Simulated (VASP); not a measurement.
# TlBi3 (Pm-3m) in VASP: a series of runs

Runs on TlBi3. Level: LDA. Tasks: single point.

All numbers are computed with VASP 6.6.1; they aren't measurements. Logs are shortened: lines on timing, memory, paths and dates and some standing lists are left out, and cuts for length are marked.

### 1 The cell of the first run

It takes space group Pm-3m (No. 221, cubic). The conventional cell has a = 5.035 Å, b = 5.035 Å, c = 5.035 Å, α = 90.00°, β = 90.00°, γ = 90.00°. Within 4.7 Å of Tl (site symmetry m-3m) lie 12 Bi at 3.56 Å. Within 4.7 Å of Bi (site symmetry 4/mmm) lie 4 Tl at 3.56 Å and 8 Bi at 3.56 Å.

### 2 Single point, LDA

INCAR reads:

```
SYSTEM = TlBi3
PREC = Accurate ; ENCUT = 520
EDIFF = 1E-6 ; ISMEAR = 1
SIGMA = 0.05 ; LREAL = .FALSE.
LASPH = .TRUE. ; NELM = 100
ALGO = Normal ; ISIF = 2
LWAVE = .FALSE. ; LCHARG = .FALSE.
GGA = CA ; NBANDS = 37
```

KPOINTS reads:

```
Automatic mesh
0
G
  5 5 5
  0 0 0
```

POSCAR reads:

```
TlBi3
1.0
    5.0351450000      0.0000000000      0.0000000000
    0.0000000000      5.0351450000      0.0000000000
    0.0000000000      0.0000000000      5.0351450000
Tl Bi
1 3
Direct
    0.0000000000      0.0000000000      0.0000000000
    0.0000000000      0.5000000000      0.5000000000
    0.5000000000      0.0000000000      0.5000000000
    0.5000000000      0.5000000000      0.0000000000
```

Potentials or basis: VASP PAW LDA potentials, release 64 (Tl_d, Bi_d).

The run is started by

```console
> cat potpaw_LDA.64/Tl_d/POTCAR potpaw_LDA.64/Bi_d/POTCAR > POTCAR
> mpirun -np 1 vasp_std > vasp.out
```

OUTCAR:

```text
SYSTEM = TlBi3
   PREC = Accurate
   ENCUT = 520
   EDIFF = 1E-6
   ISMEAR = 1
   LREAL = .FALSE.
   LASPH = .TRUE.
   NELM = 100
   ISIF = 2
   GGA = CA

 ion  position               nearest neighbor table
   1  0.000  0.000  0.000-   2 3.56   3 3.56   4 3.56   2 3.56   3 3.56   2 3.56   4 3.56   2 3.56
                             3 3.56   4 3.56   3 3.56   4 3.56
   2  0.000  0.500  0.500-   1 3.56   3 3.56   4 3.56   1 3.56   4 3.56   1 3.56   3 3.56   1 3.56
                             3 3.56   4 3.56   4 3.56   3 3.56
   3  0.500  0.000  0.500-   1 3.56   2 3.56   4 3.56   1 3.56   4 3.56   2 3.56   4 3.56   4 3.56
                             1 3.56   2 3.56   1 3.56   2 3.56
   4  0.500  0.500  0.000-   1 3.56   2 3.56   3 3.56   2 3.56   3 3.56   1 3.56   3 3.56   3 3.56
                             1 3.56   2 3.56   2 3.56   1 3.56

  LATTYP: Found a simple cubic cell.
 ALAT       =     5.0351450000

  Lattice vectors:

 A1 = (   5.0351450000,   0.0000000000,   0.0000000000)
 A2 = (   0.0000000000,   5.0351450000,   0.0000000000)
 A3 = (   0.0000000000,   0.0000000000,   5.0351450000)

Analysis of symmetry for initial positions (statically):
=====================================================================
 Subroutine PRICEL returns:
 Original cell was already a primitive cell.

 Routine SETGRP: Setting up the symmetry group for a
 simple cubic supercell.

 Subroutine GETGRP returns: Found 48 space group operations
 (whereof 48 operations were pure point group operations)
 out of a pool of 48 trial point group operations.

The static configuration has the point symmetry O_h .

Analysis of symmetry for dynamics (positions and initial velocities):
=====================================================================
 Subroutine PRICEL returns:
 Original cell was already a primitive cell.

 Routine SETGRP: Setting up the symmetry group for a
 simple cubic supercell.

 Subroutine GETGRP returns: Found 48 space group operations
 (whereof 48 operations were pure point group operations)
 out of a pool of 48 trial point group operations.

The dynamic configuration has the point symmetry O_h .

 Subroutine INISYM returns: Found 48 space group operations
 (whereof 48 operations are pure point group operations),
 and found     1 'primitive' translations

----------------------------------------------------------------------------------------

                                     Primitive cell
[... 73 lines left out ...]
   ICHARG =      2    charge: 1-file 2-atom 10-const
   ISPIN  =      1    spin polarized calculation?
   LNONCOLLINEAR =      F non collinear calculations
   LSORBIT =      F    spin-orbit coupling
   LASPH  =      T    aspherical Exc in radial PAW
   ENCUT  =  520.0 eV  38.22 Ry    6.18 a.u.   9.36  9.36  9.36*2*pi/ulx,y,z
   NELM   =    100;   NELMIN=  2; NELMDL= -5     # of ELM steps
   EDIFF  = 0.1E-05   stopping-criterion for ELM
   LREAL  =      F    real-space projection
[... 7 lines left out ...]
   TEBEG  =    0.0;   TEEND  =   0.0 temperature during run
   PSTRESS=    0.0 pullay stress
   NELECT =      58.0000    total number of electrons
   NUPDOWN=      -1.0000    fix difference up-down
   EMIN   =  10.00;   EMAX   =-10.00  energy-range for DOS
   EFERMI =   0.00;   METHOD = LEGACY
   ISMEAR =     1;   SIGMA  =   0.05  broadening in eV -4-tet -1-fermi 0-gaus
   EFERMI_NEDOS =   21; number of points for ismear=-14 and -15
   IALGO  =     38    algorithm
   IMIX   =      4    mixing-type and parameters
     AMIX     =   0.40;   BMIX     =  1.00
     AMIX_MAG =   1.60;   BMIX_MAG =  1.00
  volume/ion in A,a.u.               =      31.91       215.36
  Fermi-wavevector in a.u.,A,eV,Ry     =   1.258555  2.378324 21.551092  1.583961
  Thomas-Fermi vector in A             =   2.392159
   LORBIT       =      0    0 simple, 1 ext, 2 COOP (PROOUT), +10 PAW based schemes
   GGA     = CA    functional components
   LHFCALC =     F    Hartree Fock is set to
   AEXX    =    0.0000 exact exchange contribution
   IVDW    =     0    specifies the selected vdW correction
   LEPSILON=     F    determine dielectric tensor
   LRPA    =     F    only Hartree local field effects (RPA)
 non-spin polarized calculation
 Methfessel and Paxton  Order N= 1 SIGMA  =   0.05
  energy-cutoff  :      520.00
  volume of cell :      127.65
 maximum number of plane-waves:      3470
 NGX is ok and might be reduce to    40
   NGX = 19   NGY = 19   NGZ = 19

 number of electron      58.0000036 magnetization

 Free energy of the ion-electron system (eV)
  ---------------------------------------------------
  ext. energy  EPLUGINS =         0.00000000
  ---------------------------------------------------
  free energy    TOTEN  =       -16.20337688 eV

  energy without entropy =      -16.19993216  energy(sigma->0) =      -16.20222864

 E-fermi :   6.8879     XC(G=0): -10.2998

 val. band max:        6.8845142335   @ k =   0.2000   0.0000   0.0000
 cond. band min:       6.9041192544   @ k =   0.4000   0.4000   0.2000
 fundamental gap:      0.0196050209
 Fermi energy:         6.8878625860

 k-point     1 :       0.0000    0.0000    0.0000
  band No.  band energies     occupation
      1     -16.1130      2.00000
      2     -16.1130      2.00000
      3     -16.1130      2.00000
      4     -16.1005      2.00000
      5     -16.0301      2.00000
      6     -16.0301      2.00000
[... 389 lines left out ...]
     36      12.3914      0.00000
     37      14.2997      0.00000

------------------------ aborting loop because EDIFF is reached ----------------------------------------

  FORCE on cell =-STRESS in cart. coord.  units (eV):
  Direction    XX          YY          ZZ          XY          YZ          ZX
  --------------------------------------------------------------------------------------
  -------------------------------------------------------------------------------------
  Total       -3.0414972     -3.0414972     -3.0414972     -0.0000000     -0.0000000     -0.0000000
  in kB      -38.1735068    -38.1735068    -38.1735068     -0.0000000     -0.0000000     -0.0000000
  external PRESSURE =     -38.1735068 kB  Pullay stress =       0.0000000 kB

 VOLUME and BASIS-vectors are now :
 -----------------------------------------------------------------------------
  energy-cutoff  :      520.00
  volume of cell :      127.65
      direct lattice vectors                 reciprocal lattice vectors
     5.035145000  0.000000000  0.000000000     0.198604012  0.000000000  0.000000000
     0.000000000  5.035145000  0.000000000     0.000000000  0.198604012  0.000000000
     0.000000000  0.000000000  5.035145000     0.000000000  0.000000000  0.198604012

 POSITION                                       TOTAL-FORCE (eV/Angst)
 -----------------------------------------------------------------------------------
      0.00000      0.00000      0.00000         0.000000      0.000000      0.000000
      0.00000      2.51757      2.51757         0.000000      0.000000      0.000000
      2.51757      0.00000      2.51757         0.000000      0.000000      0.000000
      2.51757      2.51757      0.00000         0.000000      0.000000      0.000000
 -----------------------------------------------------------------------------------
    total drift:                               -0.000000     -0.000000     -0.000000

  FREE ENERGIE OF THE ION-ELECTRON SYSTEM (eV)
  ---------------------------------------------------
  free  energy   TOTEN  =       -16.2033768846 eV

  energy  without entropy=      -16.1999321552  energy(sigma->0) =      -16.20222864
```

stdout:

```text
POSCAR found type information on POSCAR TlBi
 POSCAR found :  2 types and       4 ions
 scaLAPACK will be used
 LDA part: xc-table for (Slater(with rela. corr.)+CA(PZ))
 , standard interpolation
 POSCAR, INCAR and KPOINTS ok, starting setup
 FFT: planning ... GRIDC
 FFT: planning ... GRID_SOFT
 FFT: planning ... GRID
 WAVECAR not read
 entering main loop
```

Run time: 60 s. Hardware: 1 thread of AMD EPYC 7R13, shared host; peak memory 0.18 GiB.

What came out:

- Free energy: -16.2034 eV
- Pressure: -3.8 GPa
- Band gap on the k mesh: zero (band 29 reaches 9.08 eV, above the bottom of band 30 at 6.27 eV)

Caveat: spin-orbit coupling is left out, which moves the levels of the heavy elements.

### 3 Single point, LDA

INCAR reads:

```
ALGO     = Normal         # electronic algorithm
EDIFF    = 1E-6           # SCF threshold, eV
ENCUT    = 520            # plane-wave cutoff, eV
ISIF     = 2              # what is computed and relaxed
ISMEAR   = 1              # smearing method
LASPH    = T              # aspherical terms in the spheres
LCHARG   = F              # write CHGCAR
LREAL    = F              # projectors in reciprocal space
LWAVE    = F              # write WAVECAR
NBANDS   = 37             # bands
NELM     = 60             # most SCF steps
PREC     = Accurate       # precision mode
SIGMA    = 0.05           # smearing width, eV
```

KPOINTS reads:

```
k-points
0
Gamma
  5 5 5
```

POSCAR is that of step 2.

Potentials or basis: VASP PAW LDA potentials, release 64 (Tl_d, Bi_d).

The run is started by

```console
> cat potpaw_LDA.64/Tl_d/POTCAR potpaw_LDA.64/Bi_d/POTCAR > POTCAR
> mpirun -np 1 vasp_std > vasp.out
```

OUTCAR:

```text
EDIFF = 1E-6
   ENCUT = 520
   ISIF = 2
   ISMEAR = 1
   LASPH = T
   LREAL = F
   NELM = 60
   PREC = Accurate

 ion  position               nearest neighbor table
   1  0.000  0.000  0.000-   2 3.56   3 3.56   4 3.56   2 3.56   3 3.56   2 3.56   4 3.56   2 3.56
                             3 3.56   4 3.56   3 3.56   4 3.56
   2  0.000  0.500  0.500-   1 3.56   3 3.56   4 3.56   1 3.56   4 3.56   1 3.56   3 3.56   1 3.56
                             3 3.56   4 3.56   4 3.56   3 3.56
[... 589 lines left out ...]
  --------------------------------------------------------------------------------------
  -------------------------------------------------------------------------------------
  Total       -3.0414972     -3.0414972     -3.0414972     -0.0000000     -0.0000000     -0.0000000
  in kB      -38.1735068    -38.1735068    -38.1735068     -0.0000000     -0.0000000     -0.0000000
  external PRESSURE =     -38.1735068 kB  Pullay stress =       0.0000000 kB

 VOLUME and BASIS-vectors are now :
 -----------------------------------------------------------------------------
  energy-cutoff  :      520.00
  volume of cell :      127.65
      direct lattice vectors                 reciprocal lattice vectors
     5.035145000  0.000000000  0.000000000     0.198604012  0.000000000  0.000000000
     0.000000000  5.035145000  0.000000000     0.000000000  0.198604012  0.000000000
     0.000000000  0.000000000  5.035145000     0.000000000  0.000000000  0.198604012

 POSITION                                       TOTAL-FORCE (eV/Angst)
 -----------------------------------------------------------------------------------
      0.00000      0.00000      0.00000         0.000000      0.000000      0.000000
      0.00000      2.51757      2.51757         0.000000      0.000000      0.000000
      2.51757      0.00000      2.51757         0.000000      0.000000      0.000000
      2.51757      2.51757      0.00000         0.000000      0.000000      0.000000
 -----------------------------------------------------------------------------------
    total drift:                               -0.000000     -0.000000     -0.000000

  FREE ENERGIE OF THE ION-ELECTRON SYSTEM (eV)
  ---------------------------------------------------
  free  energy   TOTEN  =       -16.2033768846 eV

  energy  without entropy=      -16.1999321552  energy(sigma->0) =      -16.20222864
```

It took 64 s on 1 thread of AMD EPYC 7R13, shared host; peak memory 0.18 GiB.

What came out:

```
Free energy            : -16.2034 eV
Pressure               : -3.8 GPa
Band gap on the k mesh : zero (band 29 reaches 9.08 eV, above the bottom of band 30 at 6.27 eV)
```

Levels at points of the mesh, in eV from the Fermi level:
```
           k point  band 25  band 26  band 27  band 28  band 29  band 30  band 31  band 32  band 33  band 34
(0.00, 0.00, 0.00)    -3.84    -3.84    -3.84     0.48     0.48     0.48     1.62     1.62     1.62     4.59
```

Caveat: spin-orbit coupling is left out, which moves the levels of the heavy elements.
